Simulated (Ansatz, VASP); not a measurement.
## V: VASP beside Ansatz

INCAR

```
PREC = Accurate ; ENCUT = 520
EDIFF = 1E-6 ; ISMEAR = -1
SIGMA = 0.05 ; LREAL = F
LASPH = T ; NELM = 150
ALGO = Normal ; ISIF = 2
LWAVE = F ; LCHARG = T
ISPIN = 2 ; MAGMOM = 2 2
LORBIT = 11 ; LMAXMIX = 4
GGA = PS ; LELF = T
LVHAR = T ; NBANDS = 24
```

File KPOINTS:

```
regular mesh
0
Gamma
  12 12 6
```

POSCAR

```
V
1.0
    2.5868150921      0.0000000000      0.0000000000
   -1.2934075460      2.2402475846      0.0000000000
    0.0000000000      0.0000000000      4.6916348032
V
2
Direct
    0.3333333333      0.6666666667      0.2500000000
    0.6666666667      0.3333333333      0.7500000000
```

File input.yaml:

```yaml
crystal:
  lattice:
    - [2.5868150921, 0.0, 0.0]
    - [-1.293407546, 2.2402475846, 0.0]
    - [0.0, 0.0, 4.6916348032]
  atoms:
    - { symbol: V, position: [0.3333333333, 0.6666666667, 0.25], spin: 2.0 }
    - { symbol: V, position: [0.6666666667, 0.3333333333, 0.75], spin: 2.0 }
kpoints:
  mp_grid: { grid: [12, 12, 6] }
scf:
  occupations: { method: fermi_dirac, width: 0.05 }
hamiltonian:
  xc: pbesol
  pseudopotentials: { kind: all_electron, lapw: { basis_error: 0.001 } }
magnetization:
  spin_polarized: true
output:
  forces: true
  stress: true
  eigenvalues: true
```

Change from the starting cell: volume scaled by 0.98.

Alike in both runs: task single point; functional PBEsol; k mesh 12 × 12 × 6; occupations fermi-dirac, width 0.05 eV; collinear spin.

|  | VASP | Ansatz |
| --- | --- | --- |
| version | VASP 6.6.1 | Ansatz 0.2.0 |
| potentials or method | VASP PAW PBE potentials, release 64 (V_sv), cutoff 520 eV | all-electron LAPW, scalar-relativistic |

VASP gave:

* gap on the k mesh at the Fermi level (eV): none
* pressure (GPa): -3.7
* traceless stress, the component that is largest in VASP (GPa): -0.16
* net moment per atom (μB): 0.00

**Question.** Which values does Ansatz return?

**Answer.** gap on the k mesh at the Fermi level (eV): none; pressure (GPa): -3.9; traceless stress, the component that is largest in VASP (GPa): -0.12; net moment per atom (μB): 0.00.

VASP's potentials were made for PBE, not for PBEsol. A gap of «none» marks a metal or a gap that the smearing closes. Ansatz ran all-electron here, and VASP with PAW potentials.
